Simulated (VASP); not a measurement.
Runs of VASP 6.6.1 on AgCl. Symmetry: Pm-3m, No. 221, cubic system. The conventional cell has a = 3.396 Å, b = 3.396 Å, c = 3.396 Å, α = 90.00°, β = 90.00°, γ = 90.00°. Within 3.9 Å of Ag (site symmetry m-3m) lie 8 Cl at 2.94 Å and 6 Ag at 3.40 Å. Within 3.9 Å of Cl (site symmetry m-3m) lie 8 Ag at 2.94 Å and 6 Cl at 3.40 Å. 

| level | potentials or basis | k mesh | cutoff (eV) | smearing | grid for exact exchange (PRECFOCK) | share of exact exchange | screening parameter | gap on the mesh (eV) | pressure (GPa) |
| --- | --- | --- | --- | --- | --- | --- | --- | --- | --- |
| PBE | VASP PAW PBE potentials, release 64 (Ag, Cl) | 6 × 6 × 6, shifted | 500 | gaussian 0.01 eV | - | - | - | 1.02 | 1.5 |
| PBE | VASP PAW PBE potentials, release 64 (Ag, Cl) | 3 × 3 × 3 | 500 | gaussian 0.01 eV | - | - | - | 0.85 | 2.0 |
| PBE-based screened hybrid with 75 % exact exchange | VASP PAW PBE potentials, release 64 (Ag_sv_GW, Cl) | 4 × 4 × 4 | 470 | gaussian 0.01 eV | Normal | 0.75 | 0.5 1/Å | 3.25 | (a) |
| PBE+D4 | VASP PAW PBE potentials, release 64 (Ag, Cl) | 6 × 6 × 6 | 500 | gaussian 0.01 eV | - | - | - | 0.58 | (b) |
| PBE | VASP PAW PBE potentials, release 64 (Ag, Cl) | 6 × 6 × 6 | 500 | fermi-dirac 0.05 eV | - | - | - | 0.58 | 1.5 |

Alike in all rows: task single point; no spin polarisation; cell as given.

**Question.** Estimate the missing entries.

**Answer.** (a) -0.5; (b) -1.2.

Caveats: some runs use coarse meshes; the structure was generated, so it needn't be the stable form of AgCl; semilocal functionals underestimate gaps, and a narrow one can read as zero (at least some runs); a shifted mesh leaves out Γ, where band edges can lie (at least some runs); an odd mesh through Γ misses points on the zone boundary, where band edges can lie (at least some runs); the PAW data sets were made with another functional, which shifts forces and pressure a little (at least some runs).

A k mesh can miss the band edges, and the runs leave out spin-orbit coupling on Ag.

The runs don't all hold the same shells in valence.
